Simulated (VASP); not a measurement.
# AgCl (Fm-3m) in VASP: notebook

The runs below take AgCl through density of states, electric field gradients, with LDA.

All numbers are computed with VASP 6.6.1; they aren't measurements. Logs are shortened: lines on timing, memory, paths and dates and some standing lists are left out, and cuts for length are marked.

### 1 The cell of the first run

The structure is cubic, space group Fm-3m (No. 225). The conventional cell has a = 5.546 Å, b = 5.546 Å, c = 5.546 Å, α = 90.00°, β = 90.00°, γ = 90.00°. Within 3.7 Å of Ag (site symmetry m-3m) lie 6 Cl at 2.77 Å. Cl (site symmetry m-3m) has 6 Ag at 2.77 Å within 3.7 Å.

### 2 Density of states, LDA

Input file POSCAR:

```
AgCl
1.0
    0.0000000000      2.7731500000      2.7731500000
    2.7731500000      0.0000000000      2.7731500000
    2.7731500000      2.7731500000      0.0000000000
Ag Cl
1 1
Direct
    0.5000000000      0.5000000000      0.5000000000
    0.0000000000      0.0000000000      0.0000000000
```

Input file INCAR.step1:

```
ALGO = Normal ; EDIFF = 1E-7
ENCUT = 520 ; ISIF = 2
ISMEAR = -1 ; LASPH = True
LCHARG = True ; LMAXMIX = 4
LREAL = False ; LWAVE = False
NBANDS = 16 ; NELM = 100
PREC = Accurate ; SIGMA = 0.02
```

Input file KPOINTS.step1:

```
k-points
0
Gamma
  8 8 8
```

Input file INCAR.step2:

```
ALGO = Normal ; EDIFF = 1E-7
ENCUT = 520 ; ICHARG = 11
ISIF = 2 ; ISMEAR = -5
LASPH = True ; LCHARG = False
LMAXMIX = 4 ; LORBIT = 11
LREAL = False ; LWAVE = False
NBANDS = 16 ; NEDOS = 1001
NELM = 100 ; PREC = Accurate
SIGMA = 0.02
```

Input file KPOINTS.step2:

```
k-points
0
Gamma
  12 12 12
```

Potentials or basis: VASP PAW LDA potentials, release 64 (Ag, Cl).

Launch:

```bash
$ cat potpaw_LDA.64/Ag/POTCAR potpaw_LDA.64/Cl/POTCAR > POTCAR
$ cp INCAR.step1 INCAR
$ cp KPOINTS.step1 KPOINTS
$ mpirun -np 1 vasp_std > vasp.out
$ cp INCAR.step2 INCAR
$ cp KPOINTS.step2 KPOINTS
$ mpirun -np 1 vasp_std > vasp.out
```

OUTCAR:

```text
EDIFF = 1E-7
   ENCUT = 520
   ICHARG = 11
   ISIF = 2
   ISMEAR = -5
   LASPH = True
   LORBIT = 11
   LREAL = False
   NELM = 100
   PREC = Accurate

 ion  position               nearest neighbor table
   1  0.500  0.500  0.500-   2 2.77   2 2.77   2 2.77   2 2.77   2 2.77   2 2.77
   2  0.000  0.000  0.000-   1 2.77   1 2.77   1 2.77   1 2.77   1 2.77   1 2.77

  LATTYP: Found a face centered cubic cell.
 ALAT       =     5.5463000000

  Lattice vectors:

 A1 = (   0.0000000000,   2.7731500000,   2.7731500000)
 A2 = (   2.7731500000,   0.0000000000,   2.7731500000)
 A3 = (   2.7731500000,   2.7731500000,   0.0000000000)

Analysis of symmetry for initial positions (statically):
[... 33 lines left out ...]
                                     Primitive cell

  volume of cell :      42.6530

  direct lattice vectors                    reciprocal lattice vectors
     0.000000000  2.773150000  2.773150000    -0.180300380  0.180300380  0.180300380
     2.773150000  0.000000000  2.773150000     0.180300380 -0.180300380  0.180300380
     2.773150000  2.773150000  0.000000000     0.180300380  0.180300380 -0.180300380

  length of vectors
     3.921826340  3.921826340  3.921826340     0.312289420  0.312289420  0.312289420

  position of ions in fractional coordinates (direct lattice)
     0.500000000  0.500000000  0.500000000
     0.000000000  0.000000000  0.000000000

  ion indices of the primitive-cell ions
   primitive index   ion index
                 1           1
                 2           2

----------------------------------------------------------------------------------------

 KPOINTS: k-points

Automatic generation of k-mesh.
 Grid dimensions read from file:
 generate k-points for:   12   12   12

 Generating k-lattice:

  Cartesian coordinates                     Fractional coordinates (reciprocal lattice)
    -0.015025032  0.015025032  0.015025032     0.083333333  0.000000000  0.000000000
     0.015025032 -0.015025032  0.015025032     0.000000000  0.083333333  0.000000000
     0.015025032  0.015025032 -0.015025032     0.000000000  0.000000000  0.083333333

  Length of vectors
     0.026024118  0.026024118  0.026024118

  Shift w.r.t. Gamma in fractional coordinates (k-lattice)
     0.000000000  0.000000000  0.000000000

 TETIRR: Found    247 inequivalent tetrahedra from    10368

 Subroutine IBZKPT returns following result:
 ===========================================

[... 51 lines left out ...]
   IBRION =     -1    ionic relax: 0-MD 1-quasi-New 2-CG
   NFREE  =      0    steps in history (QN), initial steepest desc. (CG)
   ISIF   =      2    stress and relaxation
   ISYM   =      2    0-nonsym 1-usesym 2-fastsym
   POTIM  = 0.5000    time-step for ionic-motion
   TEBEG  =    0.0;   TEEND  =   0.0 temperature during run
   PSTRESS=    0.0 pullay stress
   NELECT =      18.0000    total number of electrons
   NUPDOWN=      -1.0000    fix difference up-down
   EMIN   =  10.00;   EMAX   =-10.00  energy-range for DOS
   EFERMI =   0.00;   METHOD = LEGACY
   ISMEAR =    -5;   SIGMA  =   0.02  broadening in eV -4-tet -1-fermi 0-gaus
   EFERMI_NEDOS =   21; number of points for ismear=-14 and -15
   IALGO  =     38    algorithm
   IMIX   =      4    mixing-type and parameters
     AMIX     =   0.40;   BMIX     =  1.00
     AMIX_MAG =   1.60;   BMIX_MAG =  1.00
  volume/ion in A,a.u.               =      21.33       143.92
  Fermi-wavevector in a.u.,A,eV,Ry     =   1.227955  2.320498 20.515850  1.507872
  Thomas-Fermi vector in A             =   2.362898
   LORBIT       =     11    0 simple, 1 ext, 2 COOP (PROOUT), +10 PAW based schemes
   GGA     = CA    functional components
   LHFCALC =     F    Hartree Fock is set to
   AEXX    =    0.0000 exact exchange contribution
   IVDW    =     0    specifies the selected vdW correction
   LEPSILON=     F    determine dielectric tensor
   LRPA    =     F    only Hartree local field effects (RPA)
 non-spin polarized calculation
 Fermi weights with tetrahedron method with Bloechl corrections
  energy-cutoff  :      520.00
  volume of cell :       42.65
 maximum number of plane-waves:      1174
 NGX is ok and might be reduce to    30

 number of electron      18.0000005 magnetization

 Free energy of the ion-electron system (eV)
  ---------------------------------------------------
  ext. energy  EPLUGINS =         0.00000000
  ---------------------------------------------------
  free energy    TOTEN  =        -6.71209472 eV

  energy without entropy =       -6.71209472  energy(sigma->0) =       -6.71209472

 E-fermi :   3.5783     XC(G=0): -10.4398

 val. band max:        3.5778643894   @ k =   0.5000   0.0000   0.0000
 cond. band min:       4.2198500230   @ k =   0.0000   0.0000   0.0000
 fundamental gap:      0.6419856336
 Fermi energy:         3.5783089223

 k-point     1 :       0.0000    0.0000    0.0000
  band No.  band energies     occupation
      1     -11.4686      2.00000
      2       1.0567      2.00000
      3       1.0567      2.00000
      4       1.0567      2.00000
      5       1.0950      2.00000
      6       1.0950      2.00000
[... 433 lines left out ...]
      3      -0.5679      2.00000
      4      -0.5618      2.00000
      5       1.3969      2.00000
      6       1.4293      2.00000
[... 8 lines left out ...]
     15      16.7960      0.00000
     16      18.0284      0.00000

 [... further k-points ...]

------------------------ aborting loop because EDIFF is reached ----------------------------------------

  FORCE on cell =-STRESS in cart. coord.  units (eV):
  Direction    XX          YY          ZZ          XY          YZ          ZX
  --------------------------------------------------------------------------------------
  -------------------------------------------------------------------------------------
  Total       -1.4884213     -1.4884213     -1.4884213     -0.0000000      0.0000000     -0.0000000
  in kB      -55.9095994    -55.9095994    -55.9095994     -0.0000000      0.0000000     -0.0000000
  external PRESSURE =     -55.9095994 kB  Pullay stress =       0.0000000 kB

 VOLUME and BASIS-vectors are now :
 -----------------------------------------------------------------------------
  energy-cutoff  :      520.00
  volume of cell :       42.65
      direct lattice vectors                 reciprocal lattice vectors
     0.000000000  2.773150000  2.773150000    -0.180300380  0.180300380  0.180300380
     2.773150000  0.000000000  2.773150000     0.180300380 -0.180300380  0.180300380
     2.773150000  2.773150000  0.000000000     0.180300380  0.180300380 -0.180300380

 POSITION                                       TOTAL-FORCE (eV/Angst)
 -----------------------------------------------------------------------------------
      2.77315      2.77315      2.77315         0.000000      0.000000     -0.000000
      0.00000      0.00000      0.00000        -0.000000     -0.000000      0.000000
 -----------------------------------------------------------------------------------
    total drift:                                0.000000      0.000000      0.000000

  FREE ENERGIE OF THE ION-ELECTRON SYSTEM (eV)
  ---------------------------------------------------
  free  energy   TOTEN  =        -6.7120947181 eV

  energy  without entropy=       -6.7120947181  energy(sigma->0) =       -6.71209472

 total charge

# of ion       s       p       d       tot
------------------------------------------
    1        0.211   0.146   9.348   9.705
    2        1.600   3.430   0.000   5.030
--------------------------------------------------
tot          1.811   3.576   9.348  14.735
```

OUTCAR.step1:

```text
EDIFF = 1E-7
   ENCUT = 520
   ISIF = 2
   ISMEAR = -1
   LASPH = True
[... 677 lines left out ...]
      2.77315      2.77315      2.77315        -0.000000     -0.000000     -0.000000
      0.00000      0.00000      0.00000         0.000000      0.000000      0.000000
 -----------------------------------------------------------------------------------
    total drift:                                0.000000      0.000000      0.000000

  FREE ENERGIE OF THE ION-ELECTRON SYSTEM (eV)
  ---------------------------------------------------
  free  energy   TOTEN  =        -6.7120619765 eV

  energy  without entropy=       -6.7120619755  energy(sigma->0) =       -6.71206198
```

It took 38 s on 1 thread of Intel Xeon Platinum 8259CL at 2.50GHz (Skylake/Cascade Lake), shared host; peak memory 0.17 GiB.

Results:

| Quantity | Value |
| --- | --- |
| Valence electrons inside the program's atomic spheres | Ag 9.71; Cl 5.03 |

### 3 Electric field gradients, LDA (volume scaled by 1.02)

Input file INCAR:

```
ALGO = Normal
EDIFF = 1E-8
ENCUT = 520
ISIF = 2
ISMEAR = -1
LASPH = T
LCHARG = F
LEFG = T
LREAL = F
LWAVE = F
NBANDS = 16
NELM = 100
PREC = Accurate
SIGMA = 0.02
```

Input file KPOINTS:

```
k-points
0
Gamma
  8 8 8
```

Input file POSCAR:

```
AgCl
1.0
    0.0000000000      2.7915157670      2.7915157670
    2.7915157670      0.0000000000      2.7915157670
    2.7915157670      2.7915157670      0.0000000000
Ag Cl
1 1
Direct
    0.5000000000      0.5000000000      0.5000000000
    0.0000000000      0.0000000000      0.0000000000
```

Potentials or basis: VASP PAW LDA potentials, release 64 (Ag, Cl).

Launch:

```bash
$ cat potpaw_LDA.64/Ag/POTCAR potpaw_LDA.64/Cl/POTCAR > POTCAR
$ mpirun -np 1 vasp_std > vasp.out
```

OUTCAR:

```text
EDIFF = 1E-8
   ENCUT = 520
   ISIF = 2
   ISMEAR = -1
   LASPH = T
   LREAL = F
   NELM = 100
   PREC = Accurate

 ion  position               nearest neighbor table
   1  0.500  0.500  0.500-   2 2.79   2 2.79   2 2.79   2 2.79   2 2.79   2 2.79
   2  0.000  0.000  0.000-   1 2.79   1 2.79   1 2.79   1 2.79   1 2.79   1 2.79

  LATTYP: Found a face centered cubic cell.
 ALAT       =     5.5830315340

  Lattice vectors:

 A1 = (   0.0000000000,   2.7915157670,   2.7915157670)
 A2 = (   2.7915157670,   0.0000000000,   2.7915157670)
 A3 = (   2.7915157670,   2.7915157670,   0.0000000000)

Analysis of symmetry for initial positions (statically):
[... 666 lines left out ...]
  free  energy   TOTEN  =        -6.6807566178 eV

  energy  without entropy=       -6.6807566169  energy(sigma->0) =       -6.68075662

 Electric field gradients (V/A^2)
---------------------------------------------------------------------
 ion       V_xx      V_yy      V_zz      V_xy      V_xz      V_yz
---------------------------------------------------------------------
   1      -0.000    -0.000     0.000     0.000     0.000     0.000
   2       0.000    -0.000    -0.000     0.001     0.001     0.001
---------------------------------------------------------------------

 Electric field gradients after diagonalization (V/A^2)
 (convention: |V_zz| > |V_xx| > |V_yy|)
----------------------------------------------------------------------
 ion       V_xx      V_yy      V_zz     asymmetry (V_yy - V_xx)/ V_zz
----------------------------------------------------------------------
   1      -0.000    -0.000     0.000       0.000
   2      -0.001    -0.001     0.002       0.000
----------------------------------------------------------------------

           NMR quadrupolar parameters

 Cq : quadrupolar parameter    Cq=e*Q*V_zz/h
 eta: asymmetry parameters     (V_yy - V_xx)/ V_zz
 Q  : nuclear electric quadrupole moment in mb (millibarn)
----------------------------------------------------------------------
 ion       Cq(MHz)       eta       Q (mb)
----------------------------------------------------------------------
   1       0.000       0.000       1.000
   2       0.000       0.000       1.000
----------------------------------------------------------------------
```

OSZICAR:

```text
N       E                     dE             d eps       ncg     rms          rms(c)
DAV:   1     0.892788424375E+02    0.89279E+02   -0.85877E+03   928   0.101E+03
DAV:   2    -0.394578691794E+01   -0.93225E+02   -0.83929E+02  1176   0.212E+02
DAV:   3    -0.683322959231E+01   -0.28874E+01   -0.28811E+01  1152   0.388E+01
DAV:   4    -0.684719216517E+01   -0.13963E-01   -0.13962E-01  1216   0.308E+00
DAV:   5    -0.684734845878E+01   -0.15629E-03   -0.15629E-03  1152   0.323E-01    0.601E+00
DAV:   6    -0.669034652935E+01    0.15700E+00   -0.24517E-01  1240   0.664E+00    0.399E+00
DAV:   7    -0.668372798299E+01    0.66185E-02   -0.61791E-02  1120   0.166E+00    0.188E+00
DAV:   8    -0.668085659945E+01    0.28714E-02   -0.44373E-03  1064   0.595E-01    0.240E-01
DAV:   9    -0.668074630579E+01    0.11029E-03   -0.24784E-04  1240   0.240E-01    0.470E-02
DAV:  10    -0.668075666300E+01   -0.10357E-04   -0.32446E-05  1104   0.473E-02    0.159E-02
DAV:  11    -0.668075661543E+01    0.47562E-07   -0.28707E-07  1232   0.523E-03    0.244E-03
DAV:  12    -0.668075661781E+01   -0.23797E-08   -0.46867E-08  1144   0.212E-03
   1 F= -.66807566E+01 E0= -.66807566E+01  d E =-.923188E-09
```

It took 7.9 s on 1 thread of Intel Xeon 6975P-C (Granite Rapids), shared host; peak memory 0.15 GiB.

Results:

- Free energy: -6.6808 eV
- Pressure: -6.3 GPa
- Band gap on the k mesh: 0.65 eV, indirect (least direct gap 2.87 eV)

Levels at points of the mesh, in eV from the valence-band top:
```
           k point  band 5  band 6  band 7  band 8  band 9  band 10  band 11  band 12  band 13  band 14
(0.00, 0.00, 0.00)   -2.40   -2.40   -2.22   -2.22   -2.22     0.65    10.74    10.74    10.74    12.07
(0.50, 0.00, 0.00)   -2.08   -2.08   -1.77    0.00    0.00     4.02     6.23     7.48     7.48    13.21
(0.50, 0.50, 0.00)   -2.77   -2.22   -1.96   -1.96   -1.90     2.15     7.87     8.32    11.12    11.12
```

Caveat: without QUAD_EFG the Cq values of the log hold for a quadrupole moment of 1 mb, not for the nuclei. A k mesh can miss the band edges.
